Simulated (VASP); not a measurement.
A run of VASP 6.6.1 is set up as follows.

The input INCAR:

```
ALGO     = Normal         # electronic algorithm
EDIFF    = 1E-7           # SCF threshold, eV
ENCUT    = 520            # plane-wave cutoff, eV
GGA      = PE             # functional
ISIF     = 2              # what is computed and relaxed
ISMEAR   = 0              # smearing method
LASPH    = True           # aspherical terms in the spheres
LCHARG   = False          # write CHGCAR
LREAL    = False          # projectors in reciprocal space
LWAVE    = False          # write WAVECAR
NBANDS   = 34             # bands
NELM     = 100            # most SCF steps
PREC     = Accurate       # precision mode
SIGMA    = 0.1            # smearing width, eV
```

KPOINTS

```
k-points
0
Gamma
  4 4 4
```

File POSCAR:

```
Bi3F
1.0
   -3.0617016200      3.0617016200      3.0617016200
    3.0617016200     -3.0617016200      3.0617016200
    3.0617016200      3.0617016200     -3.0617016200
Bi F
3 1
Direct
    0.0000000000      0.5000000000      0.5000000000
    0.5000000000      0.0000000000      0.5000000000
    0.5000000000      0.5000000000      0.0000000000
    0.0000000000      0.0000000000      0.0000000000
```

Potentials or basis: VASP PAW PBE potentials, release 64 (Bi_d, F).

The run is started by

```bash
$ cat potpaw_PBE.64/Bi_d/POTCAR potpaw_PBE.64/F/POTCAR > POTCAR
$ mpirun -np 1 vasp_std > vasp.out
```

Question: Predict the band gap on the k mesh.

Answer: Zero (band 26 reaches 7.39 eV, above the bottom of band 27 at 6.09 eV).

Question: Estimate the pressure.

Answer: 2.5 GPa.

Caveat: the k points lie up to 0.36 Å⁻¹ apart; spin-orbit coupling is left out, which moves the levels of the heavy elements.
